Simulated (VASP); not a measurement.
# Mg in VASP: a series of runs

The runs below take Mg through single point, relaxation of cell and atoms, with PBE.

Everything below comes from runs of VASP 6.6.1. Logs are shortened: lines on timing, memory, paths and dates and some standing lists are left out, and cuts for length are marked.

### Step 1. The cell of the first run

The typed cell holds 6 atoms: a = 5.479 Å, b = 6.176 Å, c = 5.482 Å, α = 116.26°, β = 60.09°, γ = 116.23°.

The cell was built from a structure type or drawn by symmetry, and may not be a known phase.

### Step 2. Single point, PBE

Input file INCAR:

```
  PREC = Accurate
  ENCUT = 520
  EDIFF = 1E-7
  ISMEAR = 0
  SIGMA = 0.1
  LREAL = F
  LASPH = T
  NELM = 80
  ALGO = Normal
  ISIF = 2
  LWAVE = F
  LCHARG = T
  GGA = PE
  LELF = T
  LVHAR = T
  NBANDS = 15
```

Input file KPOINTS:

```
regular mesh
0
Gamma
  4 4 4
```

Input file POSCAR:

```
Mg
1.0
    5.4691495376     -0.3040439320      0.1153867569
   -2.4283592735      5.6637397670      0.4165257656
    2.5385633640     -1.8859688039      4.4773463113
Mg
6
Direct
    0.0844772894      0.5982459690      0.1017867395
    0.4175897137      0.5981316201      0.4352959346
    0.5836020511      0.0982683086      0.9366840319
   -0.0829012163      0.0983937884      0.2699189320
    0.2501971983      0.0984562980      0.6034513138
    0.7512743136      0.5982224862      0.7683972717
```

Potentials or basis: VASP PAW PBE potentials, release 64 (Mg).

Run with:

```console
$ cat potpaw_PBE.64/Mg/POTCAR > POTCAR
$ mpirun -np 1 vasp_std > vasp.out
```

OUTCAR:

```text
PREC = Accurate
   ENCUT = 520
   EDIFF = 1E-7
   ISMEAR = 0
   LREAL = F
   LASPH = T
   NELM = 80
   ISIF = 2
   GGA = PE

 ion  position               nearest neighbor table
   1  0.084  0.598  0.102-   6 3.16   2 3.16   2 3.17   6 3.17   2 3.17   6 3.17   5 3.22   4 3.22
                             3 3.22   4 3.22   3 3.22   5 3.23
   2  0.418  0.598  0.435-   1 3.16   6 3.16   6 3.16   1 3.17   1 3.17   6 3.17   3 3.22   5 3.22
                             5 3.22   4 3.22   4 3.22   3 3.23
   3  0.584  0.098  0.937-   4 3.16   5 3.16   5 3.17   4 3.17   5 3.17   4 3.17   2 3.22   6 3.22
                             1 3.22   6 3.22   1 3.22   2 3.23
   4  0.917  0.098  0.270-   5 3.16   3 3.16   3 3.17   5 3.17   5 3.17   3 3.17   6 3.22   1 3.22
                             2 3.22   2 3.22   1 3.22   6 3.23
   5  0.250  0.098  0.603-   4 3.16   3 3.16   3 3.17   4 3.17   4 3.17   3 3.17   1 3.22   6 3.22
                             2 3.22   2 3.22   6 3.22   1 3.23
   6  0.751  0.598  0.768-   1 3.16   2 3.16   2 3.16   1 3.17   1 3.17   2 3.17   4 3.22   3 3.22
                             5 3.22   5 3.22   3 3.22   4 3.23

  LATTYP: Found a triclinic cell.
 ALAT       =     9.5033308170
 B/A-ratio  =     0.5774756868
 C/A-ratio  =     0.8695576610
 COS(alpha) =     0.0000933314
 COS(beta)  =     0.3825750561
 COS(gamma) =     0.8665055399

  Lattice vectors:

 A1 = (   0.3920228096,   3.4678936758,  -8.8393058657)
 A2 = (   2.9305861736,   1.5819248719,  -4.3619595544)
 A3 = (  -5.5793536281,  -3.4737270311,  -5.0092588338)

Analysis of symmetry for initial positions (statically):
=====================================================================
 Subroutine PRICEL returns:
 Original cell was already a primitive cell.

 Routine SETGRP: Setting up the symmetry group for a
 triclinic supercell.

 Subroutine GETGRP returns: Found  1 space group operations
 (whereof  1 operations were pure point group operations)
 out of a pool of  2 trial point group operations.

The static configuration has the point symmetry C_1 .

Analysis of symmetry for dynamics (positions and initial velocities):
=====================================================================
 Subroutine PRICEL returns:
 Original cell was already a primitive cell.

 Routine SETGRP: Setting up the symmetry group for a
 triclinic supercell.

 Subroutine GETGRP returns: Found  1 space group operations
 (whereof  1 operations were pure point group operations)
 out of a pool of  2 trial point group operations.

The dynamic configuration has the point symmetry C_1 .

 Subroutine INISYM returns: Found  1 space group operations
 (whereof  1 operations are pure point group operations),
 and found     1 'primitive' translations

----------------------------------------------------------------------------------------

                                     Primitive cell

  volume of cell :     138.2281

  direct lattice vectors                    reciprocal lattice vectors
     5.469149538 -0.304043932  0.115386757     0.189137244  0.086306502 -0.070882502
    -2.428359273  5.663739767  0.416525766     0.008273964  0.175032158  0.069036699
     2.538563364 -1.885968804  4.477346311    -0.005644024 -0.018507398  0.218750856

  length of vectors
     5.478809495  6.176436725  5.481588481     0.219649809  0.188336880  0.219604908

  position of ions in fractional coordinates (direct lattice)
     0.084477289  0.598245969  0.101786739
     0.417589714  0.598131620  0.435295935
     0.583602051  0.098268309  0.936684032
     0.917098784  0.098393788  0.269918932
     0.250197198  0.098456298  0.603451314
     0.751274314  0.598222486  0.768397272

  ion indices of the primitive-cell ions
   primitive index   ion index
                 1           1
                 2           2
                 3           3
                 4           4
                 5           5
                 6           6

----------------------------------------------------------------------------------------

 KPOINTS: regular mesh

Automatic generation of k-mesh.
 Grid dimensions read from file:
 generate k-points for:    4    4    4

 Generating k-lattice:

  Cartesian coordinates                     Fractional coordinates (reciprocal lattice)
     0.047284311  0.021576626 -0.017720625     0.250000000  0.000000000  0.000000000
     0.002068491  0.043758039  0.017259175     0.000000000  0.250000000  0.000000000
    -0.001411006 -0.004626850  0.054687714     0.000000000  0.000000000  0.250000000

  Length of vectors
     0.054912452  0.047084220  0.054901227

  Shift w.r.t. Gamma in fractional coordinates (k-lattice)
     0.000000000  0.000000000  0.000000000

 Subroutine IBZKPT returns following result:
 ===========================================

 Found     36 irreducible k-points:

 Following reciprocal coordinates:
            Coordinates               Weight
  0.000000  0.000000  0.000000      1.000000
  0.250000 -0.000000  0.000000      2.000000
  0.500000 -0.000000  0.000000      1.000000
 -0.000000  0.250000  0.000000      2.000000
  0.250000  0.250000  0.000000      2.000000
  0.500000  0.250000  0.000000      2.000000
[... 16 lines left out ...]
  0.000000 -0.250000  0.250000      2.000000
  0.250000 -0.250000  0.250000      2.000000
 [... further k-points ...]
   k-points           NKPTS =     36   k-points in BZ     NKDIM =     36   number of bands    NBANDS=     15
   number of dos      NEDOS =    301   number of ions     NIONS =      6
   total plane-waves  NPLWV =  84672
   dimension x,y,z NGX =    42 NGY =   48 NGZ =   42
   dimension x,y,z NGXF=    84 NGYF=   96 NGZF=   84
   ions per type =               6
   NGX,Y,Z   is equivalent  to a cutoff of  12.74, 12.92, 12.74 a.u.
   NGXF,Y,Z  is equivalent  to a cutoff of  25.49, 25.84, 25.48 a.u.
 SYSTEM =  unknown system
   PREC   = accura    normal or accurate (medium, high low for compatibility)
   ISTART =      0    job   : 0-new  1-cont  2-samecut
   ICHARG =      2    charge: 1-file 2-atom 10-const
   ISPIN  =      1    spin polarized calculation?
   LNONCOLLINEAR =      F non collinear calculations
   LSORBIT =      F    spin-orbit coupling
   LASPH  =      T    aspherical Exc in radial PAW
   ENCUT  =  520.0 eV  38.22 Ry    6.18 a.u.  10.19 11.48 10.19*2*pi/ulx,y,z
   NELM   =     80;   NELMIN=  2; NELMDL= -5     # of ELM steps
   EDIFF  = 0.1E-06   stopping-criterion for ELM
   LREAL  =      F    real-space projection
   EDIFFG = 0.1E-05   stopping-criterion for IOM
   NSW    =      0    number of steps for IOM
   IBRION =     -1    ionic relax: 0-MD 1-quasi-New 2-CG
   NFREE  =      0    steps in history (QN), initial steepest desc. (CG)
   ISIF   =      2    stress and relaxation
   ISYM   =      2    0-nonsym 1-usesym 2-fastsym
   POTIM  = 0.5000    time-step for ionic-motion
   TEBEG  =    0.0;   TEEND  =   0.0 temperature during run
   PSTRESS=    0.0 pullay stress
   NELECT =      12.0000    total number of electrons
   NUPDOWN=      -1.0000    fix difference up-down
   EMIN   =  10.00;   EMAX   =-10.00  energy-range for DOS
   EFERMI =   0.00;   METHOD = LEGACY
   ISMEAR =     0;   SIGMA  =   0.10  broadening in eV -4-tet -1-fermi 0-gaus
   EFERMI_NEDOS =   21; number of points for ismear=-14 and -15
   IALGO  =     38    algorithm
   IMIX   =      4    mixing-type and parameters
     AMIX     =   0.40;   BMIX     =  1.00
     AMIX_MAG =   1.60;   BMIX_MAG =  1.00
  volume/ion in A,a.u.               =      23.04       155.47
  Fermi-wavevector in a.u.,A,eV,Ry     =   0.724886  1.369836  7.149317  0.525460
  Thomas-Fermi vector in A             =   1.815469
   LORBIT       =      0    0 simple, 1 ext, 2 COOP (PROOUT), +10 PAW based schemes
   GGA     = PE    functional components
   LHFCALC =     F    Hartree Fock is set to
   AEXX    =    0.0000 exact exchange contribution
   IVDW    =     0    specifies the selected vdW correction
   LEPSILON=     F    determine dielectric tensor
   LRPA    =     F    only Hartree local field effects (RPA)
 non-spin polarized calculation
 Gauss-broadening in eV      SIGMA  =   0.10
  energy-cutoff  :      520.00
  volume of cell :      138.23
 maximum number of plane-waves:      3736
 NGX is ok and might be reduce to    42
   NGX = 21   NGY = 23   NGZ = 21

 number of electron      12.0000000 magnetization

 Free energy of the ion-electron system (eV)
  ---------------------------------------------------
  ext. energy  EPLUGINS =         0.00000000
  ---------------------------------------------------
  free energy    TOTEN  =        -9.08722701 eV

  energy without entropy =       -9.07838602  energy(sigma->0) =       -9.08280651

 E-fermi :   2.6001     XC(G=0):  -8.4794

 val. band max:        2.2998490195   @ k =  -0.0000   0.5000   0.0000
 cond. band min:       2.6158274613   @ k =   0.0000   0.0000   0.0000
 fundamental gap:      0.3159784418
 Fermi energy:         2.6001340446

 k-point     1 :       0.0000    0.0000    0.0000
  band No.  band energies     occupation
      1      -4.3012      2.00000
      2       0.7773      2.00000
      3       1.0744      2.00000
      4       2.6158      0.82436
      5       2.6170      0.81129
      6       2.6276      0.69737
      7       2.6285      0.68800
      8       2.6491      0.48902
      9       2.6497      0.48314
     10       4.2880      0.00000
     11       4.2885      0.00000
     12       4.8059      0.00000
     13       4.8064      0.00000
     14       4.8140      0.00000
     15       4.8149      0.00000
[... 397 lines left out ...]
 k-point    24 :       0.2500   -0.2500    0.2500
  band No.  band energies     occupation
      1      -3.8455      2.00000
      2      -0.2798      2.00000
      3       0.4887      2.00000
      4       1.7344      2.00000
      5       1.7837      2.00000
      6       2.1874      2.00000
      7       2.2187      2.00000
      8       2.8212      0.00177
      9       2.8639      0.00019
     10       4.3503      0.00000
     11       4.5574      0.00000
     12       6.6485      0.00000
     13       6.6936      0.00000
     14       7.1821      0.00000
     15       7.4676      0.00000

 [... further k-points ...]

------------------------ aborting loop because EDIFF is reached ----------------------------------------

  FORCE on cell =-STRESS in cart. coord.  units (eV):
  Direction    XX          YY          ZZ          XY          YZ          ZX
  --------------------------------------------------------------------------------------
  -------------------------------------------------------------------------------------
  Total       -0.0806854     -0.0213346     -0.1351525     -0.0314770      0.0561710      0.0062849
  in kB       -0.9352099     -0.2472862     -1.5665290     -0.3648443      0.6510685      0.0728474
  external PRESSURE =      -0.9163417 kB  Pullay stress =       0.0000000 kB

 VOLUME and BASIS-vectors are now :
 -----------------------------------------------------------------------------
  energy-cutoff  :      520.00
  volume of cell :      138.23
      direct lattice vectors                 reciprocal lattice vectors
     5.469149538 -0.304043932  0.115386757     0.189137244  0.086306502 -0.070882502
    -2.428359273  5.663739767  0.416525766     0.008273964  0.175032158  0.069036699
     2.538563364 -1.885968804  4.477346311    -0.005644024 -0.018507398  0.218750856

 POSITION                                       TOTAL-FORCE (eV/Angst)
 -----------------------------------------------------------------------------------
     -0.73235      3.17066      0.71467         0.000965     -0.000222      0.004992
      1.93641      2.43974      2.24629         0.002632      0.003118      0.001037
      5.33101     -1.38743      4.30213        -0.000753      0.000759     -0.003401
      5.46202     -0.23062      1.35533        -0.002858     -0.001994     -0.002364
      2.66118     -0.65653      2.77174         0.001413     -0.001158     -0.005177
      4.60676      1.71058      3.77624        -0.001398     -0.000503      0.004913
 -----------------------------------------------------------------------------------
    total drift:                                0.000001     -0.000001      0.000001

  FREE ENERGIE OF THE ION-ELECTRON SYSTEM (eV)
  ---------------------------------------------------
  free  energy   TOTEN  =        -9.0872270102 eV

  energy  without entropy=       -9.0783860184  energy(sigma->0) =       -9.08280651
```

Run time: 42 s. Hardware: 1 thread of AMD EPYC 9R45 (Zen 5), shared host; peak memory 0.25 GiB.

What came out:

* Free energy: -9.0872 eV
* Pressure: -0.1 GPa
* Largest force: 0.005 eV/Å
* Band gap on the k mesh: zero (bands 6 and 7 overlap by 1.08 eV)

Forces on the atoms (eV/Å):
```
Mg   0.001  0.000  0.005
Mg   0.003  0.003  0.001
Mg  -0.001  0.001 -0.003
Mg  -0.003 -0.002 -0.002
Mg   0.001 -0.001 -0.005
Mg  -0.001 -0.001  0.005
```

Stress tensor (GPa, compression positive):
```
-0.09 -0.04  0.01
-0.04 -0.02  0.07
 0.01  0.07 -0.16
```

(Continued in part 2 of 3.)
